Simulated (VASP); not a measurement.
Here is a VASP 6.6.1 calculation.

INCAR

```
SYSTEM = BeC2
  PREC = Accurate
  ENCUT = 520
  EDIFF = 1E-7
  ISMEAR = 0
  SIGMA = 0.1
  LREAL = .FALSE.
  LASPH = .TRUE.
  NELM = 100
  ALGO = Normal
  ISIF = 2
  LWAVE = .FALSE.
  LCHARG = .FALSE.
  GGA = PE
  NBANDS = 12
```

KPOINTS

```
Automatic mesh
0
G
  6 6 6
  0 0 0
```

File POSCAR:

```
BeC2
1.0
    1.6222863126      0.9366274393      3.3086375127
   -1.6222863126      0.9366274393      3.3086375127
    0.0000000000     -1.8732548785      3.3086375127
Be C
1 2
Direct
    0.0000000000      0.0000000000      0.0000000000
    0.5529160176      0.5529160176      0.5529160176
    0.4470839824      0.4470839824      0.4470839824
```

Potentials or basis: VASP PAW PBE potentials, release 64 (Be, C).

Launch:

```console
$ cat potpaw_PBE.64/Be/POTCAR potpaw_PBE.64/C/POTCAR > POTCAR
$ mpirun -np 1 vasp_std > vasp.out
```

Question: Estimate the largest force.

Answer: 31.071 eV/Å.

Question: What does it give for the pressure?

Answer: 42.6 GPa.

Question: Predict the band gap on the k mesh.

Answer: 2.60 eV, indirect (least direct gap 3.53 eV).

Forces on the atoms (eV/Å):
```
Be    0.000   0.000   0.000
C     0.000   0.000  31.071
C     0.000   0.000 -31.071
```

Caveat: forces of over 1 eV/Å act on the atoms, so gaps and moduli don't describe the material at rest. A k mesh can miss the band edges.
